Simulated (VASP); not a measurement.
Set up this calculation in VASP 6.6.1, as the native input.

```yaml
Task: single point
Functional: PBE
Potentials_or_basis: VASP PAW PBE potentials, release 64 (Sc_sv, Nb_sv)
Cutoff: 520 eV
k_mesh: 12 × 12 × 7
Occupations: fermi-dirac, width 0.1 eV
Spin: no spin polarisation
Dipole_correction: no
Further_INCAR_settings: ALGO = Normal; EDIFF = 1e-06; NBANDS = 19
```

The structure of ScNb lies in POSCAR:

```
ScNb
1.0
    3.0656440000      0.0000000000      0.0000000000
   -1.5328220000      2.6549260000      0.0000000000
    0.0000000000      0.0000000000      5.0721940000
Sc Nb
1 1
Direct
    0.0000000000      0.0000000000      0.0000000000
    0.3333333333      0.6666666667      0.5000000000
```

The input as run:

INCAR

```
ALGO = Normal ; EDIFF = 1E-6
ENCUT = 520 ; GGA = PE
ISIF = 2 ; ISMEAR = -1
LASPH = T ; LCHARG = F
LREAL = F ; LWAVE = F
NBANDS = 19 ; NELM = 80
PREC = Accurate ; SIGMA = 0.1
```

KPOINTS

```
k-points
0
Gamma
  12 12 7
```

Potentials or basis: VASP PAW PBE potentials, release 64 (Sc_sv, Nb_sv).

The run is started by

```sh
$ cat potpaw_PBE.64/Sc_sv/POTCAR potpaw_PBE.64/Nb_sv/POTCAR > POTCAR
$ mpirun -np 1 vasp_std > vasp.out
```

Results of the run:

```json
{"Pressure": "-0.2 GPa", "Band gap on the k mesh": "zero (band 12 reaches 7.81 eV, above the bottom of band 13 at 6.84 eV)"}
```

Wall time 33 s on 1 thread of Intel(R) Xeon(R) Platinum 8375C CPU @ 2.90GHz (Ice Lake), on a shared host, peak memory 0.2 GiB.
